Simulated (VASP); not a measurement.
# Pb (Pm-3m) in VASP: a series of runs

The runs below take Pb through single point, with PBEsol.

All numbers are computed with VASP 6.6.1; they aren't measurements. Logs are shortened: lines on timing, memory, paths and dates and some standing lists are left out, and cuts for length are marked.

## 1. The cell of the first run

Symmetry: Pm-3m, No. 221, cubic system. The conventional cell has a = 3.048 Å, b = 3.048 Å, c = 3.048 Å, α = 90.00°, β = 90.00°, γ = 90.00°. Within 4.0 Å of Pb (site symmetry m-3m) lie 6 Pb at 3.05 Å.

## 2. Single point, PBEsol (volume scaled by 0.88)

File INCAR:

```
SYSTEM = Pb
PREC = Accurate
ENCUT = 520
EDIFF = 1E-6
ISMEAR = -1
SIGMA = 0.05
LREAL = .False.
LASPH = .True.
NELM = 100
ALGO = Normal
ISIF = 2
LWAVE = .False.
LCHARG = .False.
GGA = PS
NBANDS = 13
```

File KPOINTS:

```
Automatic mesh
0
Gamma
  13 13 13
  0 0 0
```

File POSCAR:

```
Pb
1.0
    3.0483390761      0.0000000000      0.0000000000
    0.0000000000      3.0483390761      0.0000000000
    0.0000000000      0.0000000000      3.0483390761
Pb
1
Direct
    0.0000000000      0.0000000000      0.0000000000
```

Potentials or basis: VASP PAW PBE potentials, release 64 (Pb_d).

Started as:

```console
$ cat potpaw_PBE.64/Pb_d/POTCAR > POTCAR
$ mpirun -np 1 vasp_std > vasp.out
```

OUTCAR:

```text
SYSTEM = Pb
   PREC = Accurate
   ENCUT = 520
   EDIFF = 1E-6
   ISMEAR = -1
   LREAL = .False.
   LASPH = .True.
   NELM = 100
   ISIF = 2
   GGA = PS

 ion  position               nearest neighbor table
   1  0.000  0.000  0.000-

  LATTYP: Found a simple cubic cell.
 ALAT       =     3.0483390761

  Lattice vectors:

 A1 = (   3.0483390761,   0.0000000000,   0.0000000000)
 A2 = (   0.0000000000,   3.0483390761,   0.0000000000)
 A3 = (   0.0000000000,   0.0000000000,   3.0483390761)

Analysis of symmetry for initial positions (statically):
=====================================================================
 Subroutine PRICEL returns:
 Original cell was already a primitive cell.

 Routine SETGRP: Setting up the symmetry group for a
 simple cubic supercell.

 Subroutine GETGRP returns: Found 48 space group operations
[... 9 lines left out ...]

 Routine SETGRP: Setting up the symmetry group for a
 simple cubic supercell.

 Subroutine GETGRP returns: Found 48 space group operations
[... 11 lines left out ...]
                                     Primitive cell

  volume of cell :      28.3263

  direct lattice vectors                    reciprocal lattice vectors
     3.048339076  0.000000000  0.000000000     0.328047496  0.000000000  0.000000000
     0.000000000  3.048339076  0.000000000     0.000000000  0.328047496  0.000000000
     0.000000000  0.000000000  3.048339076     0.000000000  0.000000000  0.328047496

  length of vectors
     3.048339076  3.048339076  3.048339076     0.328047496  0.328047496  0.328047496

  position of ions in fractional coordinates (direct lattice)
     0.000000000  0.000000000  0.000000000

  ion indices of the primitive-cell ions
   primitive index   ion index
                 1           1

----------------------------------------------------------------------------------------

 KPOINTS: Automatic mesh

Automatic generation of k-mesh.
 Grid dimensions read from file:
 generate k-points for:   13   13   13

 Generating k-lattice:

  Cartesian coordinates                     Fractional coordinates (reciprocal lattice)
     0.025234423  0.000000000  0.000000000     0.076923077  0.000000000  0.000000000
     0.000000000  0.025234423  0.000000000     0.000000000  0.076923077  0.000000000
     0.000000000  0.000000000  0.025234423     0.000000000  0.000000000  0.076923077

  Length of vectors
     0.025234423  0.025234423  0.025234423

  Shift w.r.t. Gamma in fractional coordinates (k-lattice)
[... 51 lines left out ...]
   NELM   =    100;   NELMIN=  2; NELMDL= -5     # of ELM steps
   EDIFF  = 0.1E-05   stopping-criterion for ELM
   LREAL  =      F    real-space projection
   EDIFFG = 0.1E-04   stopping-criterion for IOM
   NSW    =      0    number of steps for IOM
   IBRION =     -1    ionic relax: 0-MD 1-quasi-New 2-CG
   NFREE  =      0    steps in history (QN), initial steepest desc. (CG)
   ISIF   =      2    stress and relaxation
   ISYM   =      2    0-nonsym 1-usesym 2-fastsym
   POTIM  = 0.5000    time-step for ionic-motion
   TEBEG  =    0.0;   TEEND  =   0.0 temperature during run
   PSTRESS=    0.0 pullay stress
   NELECT =      14.0000    total number of electrons
   NUPDOWN=      -1.0000    fix difference up-down
   EMIN   =  10.00;   EMAX   =-10.00  energy-range for DOS
   EFERMI =   0.00;   METHOD = LEGACY
   ISMEAR =    -1;   SIGMA  =   0.05  broadening in eV -4-tet -1-fermi 0-gaus
   EFERMI_NEDOS =   21; number of points for ismear=-14 and -15
   IALGO  =     38    algorithm
   IMIX   =      4    mixing-type and parameters
     AMIX     =   0.40;   BMIX     =  1.00
     AMIX_MAG =   1.60;   BMIX_MAG =  1.00
  volume/ion in A,a.u.               =      28.33       191.16
  Fermi-wavevector in a.u.,A,eV,Ry     =   1.294357  2.445981 22.794674  1.675361
  Thomas-Fermi vector in A             =   2.425945
   LORBIT       =      0    0 simple, 1 ext, 2 COOP (PROOUT), +10 PAW based schemes
   GGA     = PS    functional components
   LHFCALC =     F    Hartree Fock is set to
   AEXX    =    0.0000 exact exchange contribution
   IVDW    =     0    specifies the selected vdW correction
   LEPSILON=     F    determine dielectric tensor
   LRPA    =     F    only Hartree local field effects (RPA)
 non-spin polarized calculation
  energy-cutoff  :      520.00
  volume of cell :       28.33
 maximum number of plane-waves:       776
 NGX is ok and might be reduce to    24
   NGX = 11   NGY = 11   NGZ = 11

 number of electron      14.0000004 magnetization

 Free energy of the ion-electron system (eV)
  ---------------------------------------------------
  ext. energy  EPLUGINS =         0.00000000
  ---------------------------------------------------
  free energy    TOTEN  =        -3.72732394 eV

  energy without entropy =       -3.72322752  energy(sigma->0) =       -3.72527573

 E-fermi :   7.6882     XC(G=0): -10.5741

 val. band max:        7.6502304497   @ k =   0.4615   0.4615   0.3846
 cond. band min:       7.7706428780   @ k =   0.2308   0.0000   0.0000
 fundamental gap:      0.1204124284
 Fermi energy:         7.6882120147

 k-point     1 :       0.0000    0.0000    0.0000
  band No.  band energies     occupation
      1      -9.8346      2.00000
      2      -9.8346      2.00000
      3      -8.8985      2.00000
      4      -8.8985      2.00000
      5      -8.8985      2.00000
      6      -4.7397      2.00000
      7      13.2251      0.00000
      8      13.2251      0.00000
      9      13.2251      0.00000
     10      16.7005      0.00000
     11      17.9597      0.00000
     12      17.9597      0.00000
     13      26.6228      0.00000
[... 354 lines left out ...]
  band No.  band energies     occupation
      1      -9.5631      2.00000
      2      -9.3788      2.00000
      3      -9.1032      2.00000
      4      -9.0486      2.00000
      5      -8.9276      2.00000
      6      -0.8231      2.00000
      7       5.5869      2.00000
      8       8.0142      0.00294
      9      14.0731      0.00000
     10      17.5230      0.00000
     11      19.6641      0.00000
     12      21.9544      0.00000
     13      23.7374      0.00000

 [... further k-points ...]
[... 5 lines left out ...]
  --------------------------------------------------------------------------------------
  -------------------------------------------------------------------------------------
  Total        1.3270585      1.3270585      1.3270585      0.0000000      0.0000000      0.0000000
  in kB       75.0603916     75.0603916     75.0603916      0.0000000      0.0000000      0.0000000
  external PRESSURE =      75.0603916 kB  Pullay stress =       0.0000000 kB

 VOLUME and BASIS-vectors are now :
 -----------------------------------------------------------------------------
  energy-cutoff  :      520.00
  volume of cell :       28.33
      direct lattice vectors                 reciprocal lattice vectors
     3.048339076  0.000000000  0.000000000     0.328047496  0.000000000  0.000000000
     0.000000000  3.048339076  0.000000000     0.000000000  0.328047496  0.000000000
     0.000000000  0.000000000  3.048339076     0.000000000  0.000000000  0.328047496

 POSITION                                       TOTAL-FORCE (eV/Angst)
 -----------------------------------------------------------------------------------
      0.00000      0.00000      0.00000         0.000000      0.000000      0.000000
 -----------------------------------------------------------------------------------
    total drift:                                0.000000      0.000000      0.000000

  FREE ENERGIE OF THE ION-ELECTRON SYSTEM (eV)
  ---------------------------------------------------
  free  energy   TOTEN  =        -3.7273239435 eV

  energy  without entropy=       -3.7232275197  energy(sigma->0) =       -3.72527573
```

Wall time 10 s (1 thread of AMD EPYC 9R45 (Zen 5), shared host); peak memory 0.12 GiB.

What came out:

```yaml
Free_energy: -3.7273 eV
Pressure: 7.5 GPa
Band_gap_on_the_k_mesh: zero (band 7 reaches 13.23 eV, above the bottom of band 8 at 5.56 eV)
```

Caveat: the PAW data sets were made with another functional, which shifts forces and pressure a little; spin-orbit coupling is left out, which moves the levels of the heavy elements.

[end of part 1 of 2]
